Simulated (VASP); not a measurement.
Crystal: Nd2H3.

```
Nd H
1.0
     1.90085    1.09746    6.27807
    -1.90085    1.09746    6.27807
     0.00000   -2.19492    6.27807
Nd H
2 3
Cartesian
  0.0000 0.0000 14.6472
  0.0000 0.0000 5.2389
  0.0000 0.0000 12.3755
  0.0000 0.0000 7.5048
  0.0000 0.0000 17.0405
```

The cell was generated, and may not be a known phase.

```yaml
Program: VASP 6.6.1
Task: relaxation of cell and atoms
Functional: PBE
Potentials_or_basis: VASP PAW PBE potentials, release 64 (Nd_3, H), 4f in core
Cutoff: 500 eV
k_mesh: 6 × 6 × 6
Occupations: gaussian, width 0.1 eV
Spin: no spin polarisation
```

At the start: pressure 2.5 GPa; volume 15.72 Å³/atom.

**Question.** How do energy, volume and symmetry change on relaxing?

**Answer.** Over 8 steps the energy falls by 7.2 meV/atom and the volume is 16.37 Å³/atom (+4.2 %); space group R3m (No. 160, to 0.1 Å) before and after.

Step by step:
```tsv
step	energy change (eV)	largest force (eV/Å)	pressure (GPa)	volume (Å³)
1	0.0000	0.2175	2.52	78.58
2	-0.0290	0.1258	0.20	81.43
3	-0.0294	0.1205	-0.13	81.87
4	-0.0315	0.0919	-0.09	81.84
5	-0.0346	0.0711	0.01	81.77
6	-0.0347	0.0672	0.03	81.76
7	-0.0355	0.0442	-0.02	81.82
8	-0.0358	0.0224	-0.07	81.87
```

Final structure:
```
Nd H
1.0
     1.92528    1.11156    6.37631
    -1.92528    1.11156    6.37631
     0.00000   -2.22312    6.37631
Nd H
2 3
Direct
  0.77770 0.77770 0.77770
  0.27945 0.27945 0.27945
  0.65468 0.65468 0.65468
  0.40111 0.40111 0.40111
  0.90321 0.90321 0.90321
```

Caveat: an odd number of electrons without spin polarisation forces a metal; a magnetic or distorted state may lie lower.
